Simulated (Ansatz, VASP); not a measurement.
## KI in VASP and in Ansatz

Contents of POSCAR:

```
KI
1.0
    0.0000000000      3.5327750000      3.5327750000
    3.5327750000      0.0000000000      3.5327750000
    3.5327750000      3.5327750000      0.0000000000
I K
1 1
Direct
    0.5000000000      0.5000000000      0.5000000000
    0.0000000000      0.0000000000      0.0000000000
```

The input INCAR.step1:

```
SYSTEM = KI
PREC = Accurate
ENCUT = 520
EDIFF = 1E-5
ISMEAR = 0
SIGMA = 0.05
LREAL = .False.
LASPH = .True.
NELM = 60
ALGO = Normal
ISIF = 2
LWAVE = .True.
LCHARG = .False.
NBANDS = 15
GGA = PE
```

INCAR.step2

```
SYSTEM = KI
PREC = Accurate
ENCUT = 520
EDIFF = 1E-6
ISMEAR = 0
SIGMA = 0.05
LREAL = .False.
LASPH = .True.
NELM = 60
ALGO = Normal
ISIF = 2
LWAVE = .False.
LCHARG = .False.
GGA = B3
LHFCALC = .True.
AEXX = 0.2
AGGAX = 0.72
AGGAC = 0.81
ALDAC = 0.19
PRECFOCK = Normal
NBANDS = 15
ISTART = 1
```

The input KPOINTS:

```
Automatic mesh
0
Gamma
  4 4 4
  0 0 0
```

File input.yaml:

```yaml
crystal:
  lattice:
    - [0.0, 3.532775, 3.532775]
    - [3.532775, 0.0, 3.532775]
    - [3.532775, 3.532775, 0.0]
  atoms:
    - { symbol: I, position: [0.5, 0.5, 0.5] }
    - { symbol: K, position: [0.0, 0.0, 0.0] }
hamiltonian:
  xc: b3lyp
  pseudopotentials: { kind: paw }
kpoints:
  mp_grid: { grid: [4, 4, 4] }
scf:
  occupations: { method: gaussian, width: 0.05 }
  n_extra_bands: 12
output:
  eigenvalues: true
  optics: { e_range: [0, 14], sigma: 0.05 }
```

Alike in both runs: functional B3LYP; k mesh 4 × 4 × 4; occupations gaussian, width 0.05 eV; no spin polarisation.

```csv
,VASP,Ansatz
version,VASP 6.6.1,Ansatz 0.2.0
potentials or method,"VASP PAW PBE potentials, release 64 (I, K_sv)",Ansatz PAW
plane-wave cutoff (eV),520,420
valence electrons in the cell,16,26
task,single point,optical spectrum
```

Ansatz gave:

```
gap on the k mesh at the Fermi level (eV) : 5.32
least direct gap on the mesh (eV)         : 5.32
```

Problem. What did VASP give for the same quantities?

Solution. gap on the k mesh at the Fermi level (eV): 5.34; least direct gap on the mesh (eV): 5.34.

VASP's potentials were made for PBE, not for B3LYP. With one functional, cell and mesh, what is left measures potentials, basis and numerics. VASP's potentials hold 16 valence electrons a cell and Ansatz's 26, so a difference there can come from the potentials and not from the codes.

Neither program's run includes spin-orbit coupling. Noted on Ansatz's run: this version of the program is known to err on some quantities of such runs, which are left out of the summary and shouldn't be taken from the log.
